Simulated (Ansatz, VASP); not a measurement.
**Two plane-wave programs on Te**

```
CELL_PARAMETERS angstrom
3.68961 -2.20035 0.00000
3.68961 2.20035 0.00000
-2.05910 0.00000 9.54790
ATOMIC_POSITIONS crystal
Te 0.96800 0.60200 0.09970
Te 0.39800 0.03200 0.40030
Te 0.03200 0.39800 0.90030
Te 0.60200 0.96800 0.59970
```

Alike in both runs: task relaxation of cell and atoms; functional PBE; k mesh 4 × 4 × 2; occupations gaussian, width 0.1 eV; no spin polarisation.

|  | VASP | Ansatz |
| --- | --- | --- |
| version | VASP 6.6.1 | Ansatz 0.2.0 |
| potentials or method | VASP PAW PBE potentials, release 64 (Te), cutoff 500 eV | scalar-relativistic, plane waves, PAW |
| valence electrons in the cell | 24 | 64 |

Ansatz gave:

| Item | Value |
| --- | --- |
| relaxed volume (Å³/atom) | 40.59 |
| relaxed cell length with the largest relative difference (Å) | 9.722 |

Which values does VASP return?

Relaxed volume (Å³/atom): 58.38; relaxed cell length with the largest relative difference (Å): 14.744.

One of these differences is far larger than is usual between the two programs; its cause wasn't traced. VASP's potentials hold 24 valence electrons a cell and Ansatz's 64, so a difference there can come from the potentials and not from the codes.

Neither program's run includes spin-orbit coupling. Noted on VASP's run: the volume moved by over 15 % at a fixed basis, so the end points are rough.
